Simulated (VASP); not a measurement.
Here is a VASP 6.6.1 calculation.

Contents of POSCAR:

```
GaAs
1.0
    0.0000000000      2.7752489390      2.7752489390
    2.7752489390      0.0000000000      2.7752489390
    2.7752489390      2.7752489390      0.0000000000
Ga As
1 1
Direct
    0.0000000000      0.0000000000      0.0000000000
    0.2500000000      0.2500000000      0.2500000000
```

The input INCAR.step1:

```
  PREC = Accurate
  ENCUT = 520
  ISMEAR = 0
  SIGMA = 0.01
  LREAL = F
  LASPH = T
  NELM = 100
  NBANDS = 16
  GGA = PE
  ALGO = Normal
  EDIFF = 1E-4
  LWAVE = T
  LCHARG = F
```

File INCAR.step2:

```
  PREC = Accurate
  ENCUT = 520
  EDIFF = 1E-7
  ISMEAR = 0
  SIGMA = 0.01
  LREAL = F
  LASPH = T
  NELM = 100
  ALGO = Normal
  ISIF = 2
  LWAVE = F
  LCHARG = T
  METAGGA = R2SCAN
  LMIXTAU = T
  LELF = T
  LVHAR = T
  NBANDS = 16
  ISTART = 1
```

File KPOINTS:

```
regular mesh
0
Gamma
  6 6 6
```

Potentials or basis: VASP PAW PBE potentials, release 64 (Ga_d, As).

Run with:

```sh
$ cat potpaw_PBE.64/Ga_d/POTCAR potpaw_PBE.64/As/POTCAR > POTCAR
$ cp INCAR.step1 INCAR
$ mpirun -np 1 vasp_std > vasp.out
$ cp INCAR.step2 INCAR
$ mpirun -np 1 vasp_std > vasp.out
```

What does it give for the pressure?

5.3 GPa.

Predict the band gap on the k mesh.

1.45 eV, direct.

Caveat: the PAW data sets were made with another functional, which shifts forces and pressure a little. A k mesh can miss the band edges.
